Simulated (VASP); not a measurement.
# HgTe (F-43m) in VASP: single point with PBE

Aim: the single point of HgTe with PBE.

Program: VASP 6.6.1. These are calculated values, not measurements. Logs are shortened: lines on timing, memory, paths and dates and some standing lists are left out, and cuts for length are marked.

### Step 1. The cell of the first run

Symmetry: F-43m, No. 216, cubic system. Conventional cell: a = 6.447 Å, b = 6.447 Å, c = 6.447 Å, α = 90.00°, β = 90.00°, γ = 90.00°. Within 3.7 Å of Hg (site symmetry -43m) lie 4 Te at 2.79 Å. Within 3.7 Å of Te (site symmetry -43m) lie 4 Hg at 2.79 Å.

### Step 2. Single point, PBE

INCAR reads:

```
SYSTEM = HgTe
  PREC = Accurate
  ENCUT = 500
  EDIFF = 1E-6
  ISMEAR = 0
  SIGMA = 0.15
  LREAL = .False.
  LASPH = .True.
  NELM = 120
  ALGO = Normal
  ISIF = 2
  LWAVE = .False.
  LCHARG = .True.
  GGA = PE
  LELF = .True.
  LVHAR = .True.
  NBANDS = 46
  GGA_COMPAT = .False.
```

KPOINTS reads:

```
regular mesh
0
Gamma
  8 8 8
  0 0 0
```

POSCAR reads:

```
HgTe
1.0
    6.4470000000      0.0000000000      0.0000000000
    0.0000000000     -6.4470000000      0.0000000000
    0.0000000000      0.0000000000     -6.4470000000
Hg Te
4 4
Direct
    0.0000000000      0.5000000000      0.5000000000
    0.5000000000      0.0000000000      0.5000000000
    0.5000000000      0.5000000000      0.0000000000
    0.0000000000      0.0000000000      0.0000000000
    0.7500000000      0.7500000000      0.7500000000
    0.2500000000      0.2500000000      0.7500000000
    0.2500000000      0.7500000000      0.2500000000
    0.7500000000      0.2500000000      0.2500000000
```

Potentials or basis: VASP PAW PBE potentials, release 64 (Hg, Te).

On the command line:

```bash
$ cat potpaw_PBE.64/Hg/POTCAR potpaw_PBE.64/Te/POTCAR > POTCAR
$ mpirun -np 1 vasp_std > vasp.out
```

OUTCAR:

```text
SYSTEM = HgTe
   PREC = Accurate
   ENCUT = 500
   EDIFF = 1E-6
   ISMEAR = 0
   LREAL = .False.
   LASPH = .True.
   NELM = 120
   ISIF = 2
   GGA = PE

 ion  position               nearest neighbor table
   1  0.000  0.500  0.500-   5 2.79   6 2.79   7 2.79   8 2.79
   2  0.500  0.000  0.500-   5 2.79   6 2.79   7 2.79   8 2.79
   3  0.500  0.500  0.000-   5 2.79   6 2.79   7 2.79   8 2.79
   4  0.000  0.000  0.000-   5 2.79   6 2.79   7 2.79   8 2.79
   5  0.750  0.750  0.750-   1 2.79   2 2.79   3 2.79   4 2.79
   6  0.250  0.250  0.750-   1 2.79   2 2.79   3 2.79   4 2.79
   7  0.250  0.750  0.250-   1 2.79   2 2.79   3 2.79   4 2.79
   8  0.750  0.250  0.250-   1 2.79   2 2.79   3 2.79   4 2.79

  LATTYP: Found a simple cubic cell.
 ALAT       =     6.4470000000

  Lattice vectors:

 A1 = (   6.4470000000,   0.0000000000,   0.0000000000)
 A2 = (   0.0000000000,  -6.4470000000,   0.0000000000)
 A3 = (   0.0000000000,   0.0000000000,  -6.4470000000)

Analysis of symmetry for initial positions (statically):
=====================================================================
 Subroutine PRICEL returns following result:

  LATTYP: Found a face centered cubic cell.
 ALAT       =     6.4470000000

  Lattice vectors:

 A1 = (   3.2235000000,   3.2235000000,   0.0000000000)
 A2 = (   3.2235000000,   0.0000000000,  -3.2235000000)
 A3 = (   0.0000000000,   3.2235000000,  -3.2235000000)

   4 primitive cells build up your supercell.

 Routine SETGRP: Setting up the symmetry group for a
 simple cubic supercell.

 Subroutine GETGRP returns: Found 24 space group operations
 (whereof 24 operations were pure point group operations)
 out of a pool of 48 trial point group operations.

The static configuration has the point symmetry T_d .

Analysis of symmetry for dynamics (positions and initial velocities):
=====================================================================
 Subroutine PRICEL returns following result:

  LATTYP: Found a face centered cubic cell.
 ALAT       =     6.4470000000

  Lattice vectors:

 A1 = (   3.2235000000,   3.2235000000,   0.0000000000)
 A2 = (   3.2235000000,   0.0000000000,  -3.2235000000)
 A3 = (   0.0000000000,   3.2235000000,  -3.2235000000)

   4 primitive cells build up your supercell.

 Routine SETGRP: Setting up the symmetry group for a
 simple cubic supercell.

 Subroutine GETGRP returns: Found 24 space group operations
 (whereof 24 operations were pure point group operations)
 out of a pool of 48 trial point group operations.

The dynamic configuration has the point symmetry T_d .

 Subroutine INISYM returns: Found 24 space group operations
 (whereof 24 operations are pure point group operations),
 and found     4 'primitive' translations

----------------------------------------------------------------------------------------

                                     Primitive cell

  volume of cell :      66.9905

  direct lattice vectors                    reciprocal lattice vectors
     3.223500000  3.223500000  0.000000000     0.155110904  0.155110904  0.155110904
     3.223500000  0.000000000 -3.223500000     0.155110904 -0.155110904 -0.155110904
     0.000000000  3.223500000 -3.223500000    -0.155110904  0.155110904 -0.155110904

  length of vectors
     4.558717418  4.558717418  4.558717418     0.268659967  0.268659967  0.268659967

  position of ions in fractional coordinates (direct lattice)
     0.000000000  1.000000000  0.000000000
     0.250000000  0.250000000  0.250000000

  ion indices of the primitive-cell ions
   primitive index   ion index
                 1           1
                 2           5

----------------------------------------------------------------------------------------

 KPOINTS: regular mesh

Automatic generation of k-mesh.
 Grid dimensions read from file:
 generate k-points for:    8    8    8

 Generating k-lattice:

  Cartesian coordinates                     Fractional coordinates (reciprocal lattice)
     0.019388863  0.000000000  0.000000000     0.125000000  0.000000000  0.000000000
     0.000000000 -0.019388863  0.000000000     0.000000000  0.125000000  0.000000000
     0.000000000  0.000000000 -0.019388863     0.000000000  0.000000000  0.125000000

  Length of vectors
     0.019388863  0.019388863  0.019388863

  Shift w.r.t. Gamma in fractional coordinates (k-lattice)
     0.000000000  0.000000000  0.000000000

 Subroutine IBZKPT returns following result:
 ===========================================

 Found     35 irreducible k-points:

 Following reciprocal coordinates:
            Coordinates               Weight
  0.000000  0.000000  0.000000      1.000000
  0.125000  0.000000  0.000000      6.000000
  0.250000  0.000000  0.000000      6.000000
  0.375000  0.000000  0.000000      6.000000
  0.500000  0.000000  0.000000      3.000000
  0.125000  0.125000  0.000000     12.000000
[... 16 lines left out ...]
  0.375000  0.375000  0.125000     24.000000
  0.500000  0.375000  0.125000     24.000000
 [... further k-points ...]
   k-points           NKPTS =     35   k-points in BZ     NKDIM =     35   number of bands    NBANDS=     46
   number of dos      NEDOS =    301   number of ions     NIONS =      8
   total plane-waves  NPLWV = 110592
   dimension x,y,z NGX =    48 NGY =   48 NGZ =   48
   dimension x,y,z NGXF=    96 NGYF=   96 NGZF=   96
   ions per type =               4   4
   NGX,Y,Z   is equivalent  to a cutoff of  12.38, 12.38, 12.38 a.u.
   NGXF,Y,Z  is equivalent  to a cutoff of  24.76, 24.76, 24.76 a.u.
 SYSTEM =  HgTe
   PREC   = accura    normal or accurate (medium, high low for compatibility)
   ISTART =      0    job   : 0-new  1-cont  2-samecut
   ICHARG =      2    charge: 1-file 2-atom 10-const
   ISPIN  =      1    spin polarized calculation?
   LNONCOLLINEAR =      F non collinear calculations
   LSORBIT =      F    spin-orbit coupling
   LASPH  =      T    aspherical Exc in radial PAW
   ENCUT  =  500.0 eV  36.75 Ry    6.06 a.u.  11.75 11.75 11.75*2*pi/ulx,y,z
   NELM   =    120;   NELMIN=  2; NELMDL= -5     # of ELM steps
   EDIFF  = 0.1E-05   stopping-criterion for ELM
   LREAL  =      F    real-space projection
   EDIFFG = 0.1E-04   stopping-criterion for IOM
   NSW    =      0    number of steps for IOM
   IBRION =     -1    ionic relax: 0-MD 1-quasi-New 2-CG
   NFREE  =      0    steps in history (QN), initial steepest desc. (CG)
   ISIF   =      2    stress and relaxation
   ISYM   =      2    0-nonsym 1-usesym 2-fastsym
   POTIM  = 0.5000    time-step for ionic-motion
   TEBEG  =    0.0;   TEEND  =   0.0 temperature during run
   PSTRESS=    0.0 pullay stress
   NELECT =      72.0000    total number of electrons
   NUPDOWN=      -1.0000    fix difference up-down
   EMIN   =  10.00;   EMAX   =-10.00  energy-range for DOS
   EFERMI =   0.00;   METHOD = LEGACY
   ISMEAR =     0;   SIGMA  =   0.15  broadening in eV -4-tet -1-fermi 0-gaus
   EFERMI_NEDOS =   21; number of points for ismear=-14 and -15
   IALGO  =     38    algorithm
   IMIX   =      4    mixing-type and parameters
     AMIX     =   0.40;   BMIX     =  1.00
     AMIX_MAG =   1.60;   BMIX_MAG =  1.00
  volume/ion in A,a.u.               =      33.50       226.04
  Fermi-wavevector in a.u.,A,eV,Ry     =   1.056399  1.996305 15.183815  1.115979
  Thomas-Fermi vector in A             =   2.191633
   LORBIT       =      0    0 simple, 1 ext, 2 COOP (PROOUT), +10 PAW based schemes
   GGA     = PE    functional components
   LHFCALC =     F    Hartree Fock is set to
   AEXX    =    0.0000 exact exchange contribution
   IVDW    =     0    specifies the selected vdW correction
   LEPSILON=     F    determine dielectric tensor
   LRPA    =     F    only Hartree local field effects (RPA)
 non-spin polarized calculation
 Gauss-broadening in eV      SIGMA  =   0.15
  energy-cutoff  :      500.00
  volume of cell :      267.96
 maximum number of plane-waves:      6859
 NGX is ok and might be reduce to    48
   NGX = 23   NGY = 23   NGZ = 23

 number of electron      72.0000020 magnetization

 Free energy of the ion-electron system (eV)
  ---------------------------------------------------
  ext. energy  EPLUGINS =         0.00000000
  ---------------------------------------------------
  free energy    TOTEN  =       -14.29145484 eV

  energy without entropy =      -14.29059609  energy(sigma->0) =      -14.29102547

 E-fermi :   3.3046     XC(G=0):  -8.7800

 val. band max:        3.1813008816   @ k =   0.0000   0.0000   0.0000
 cond. band min:       3.6725715382   @ k =   0.1250   0.0000   0.0000
 fundamental gap:      0.4912706566
 Fermi energy:         3.3046405669

 k-point     1 :       0.0000    0.0000    0.0000
  band No.  band energies     occupation
      1      -8.8634      2.00000
      2      -8.0783      2.00000
      3      -8.0783      2.00000
      4      -8.0783      2.00000
      5      -4.2193      2.00000
      6      -4.2193      2.00000
[... 38 lines left out ...]
     45       7.3969      0.00000
     46       7.3969      0.00000

 k-point     2 :       0.1250    0.0000    0.0000
  band No.  band energies     occupation
      1      -8.8365      2.00000
      2      -8.1114      2.00000
      3      -8.0785      2.00000
      4      -8.0785      2.00000
      5      -4.2173      2.00000
      6      -4.2084      2.00000
[... 38 lines left out ...]
     45       7.5664      0.00000
     46       7.5664      0.00000

 k-point     3 :       0.2500    0.0000    0.0000
  band No.  band energies     occupation
      1      -8.7588      2.00000
      2      -8.2041      2.00000
      3      -8.0790      2.00000
      4      -8.0790      2.00000
      5      -4.2088      2.00000
      6      -4.1766      2.00000
[... 1018 lines left out ...]
     45       8.1573      0.00000
     46       8.3703      0.00000

 k-point    24 :       0.5000    0.3750    0.1250
  band No.  band energies     occupation
      1      -8.3603      2.00000
      2      -8.3603      2.00000
      3      -8.2143      2.00000
      4      -8.2143      2.00000
      5      -4.0950      2.00000
      6      -4.0950      2.00000
[... 38 lines left out ...]
     45       8.3660      0.00000
     46       8.3660      0.00000

 [... further k-points ...]

------------------------ aborting loop because EDIFF is reached ----------------------------------------

  FORCE on cell =-STRESS in cart. coord.  units (eV):
  Direction    XX          YY          ZZ          XY          YZ          ZX
  --------------------------------------------------------------------------------------
  -------------------------------------------------------------------------------------
  Total        6.9295708      6.9295708      6.9295708      0.0000000      0.0000000      0.0000000
  in kB       41.4327642     41.4327642     41.4327642      0.0000000      0.0000000      0.0000000
  external PRESSURE =      41.4327642 kB  Pullay stress =       0.0000000 kB

 VOLUME and BASIS-vectors are now :
 -----------------------------------------------------------------------------
  energy-cutoff  :      500.00
  volume of cell :      267.96
      direct lattice vectors                 reciprocal lattice vectors
     6.447000000  0.000000000  0.000000000     0.155110904  0.000000000  0.000000000
     0.000000000 -6.447000000  0.000000000     0.000000000 -0.155110904  0.000000000
     0.000000000  0.000000000 -6.447000000     0.000000000  0.000000000 -0.155110904

 POSITION                                       TOTAL-FORCE (eV/Angst)
 -----------------------------------------------------------------------------------
      0.00000     -3.22350     -3.22350        -0.000000      0.000000      0.000000
      3.22350      0.00000     -3.22350         0.000000      0.000000      0.000000
      3.22350     -3.22350      0.00000         0.000000      0.000000      0.000000
      0.00000      0.00000      0.00000        -0.000000     -0.000000      0.000000
      4.83525     -4.83525     -4.83525         0.000000     -0.000000     -0.000000
      1.61175     -1.61175     -4.83525        -0.000000     -0.000000     -0.000000
      1.61175     -4.83525     -1.61175         0.000000      0.000000     -0.000000
      4.83525     -1.61175     -1.61175         0.000000      0.000000     -0.000000
 -----------------------------------------------------------------------------------
    total drift:                                0.000000     -0.000000      0.000000

  FREE ENERGIE OF THE ION-ELECTRON SYSTEM (eV)
  ---------------------------------------------------
  free  energy   TOTEN  =       -14.2914548436 eV

  energy  without entropy=      -14.2905960940  energy(sigma->0) =      -14.29102547
```

It took 13 min on 1 thread of Oxide Virtual Turin-like, shared host; peak memory 0.48 GiB.

Results:

```
Free energy            : -14.2915 eV
Pressure               : 4.1 GPa
Band gap on the k mesh : zero (filled and empty bands touch)
```

Caveat: the cell stands under pressure; semilocal functionals underestimate gaps, and a narrow one can read as zero; spin-orbit coupling is left out, which moves the levels of the heavy elements.

The gap in the log of VASP goes by the Fermi energy; the results here count the filled bands.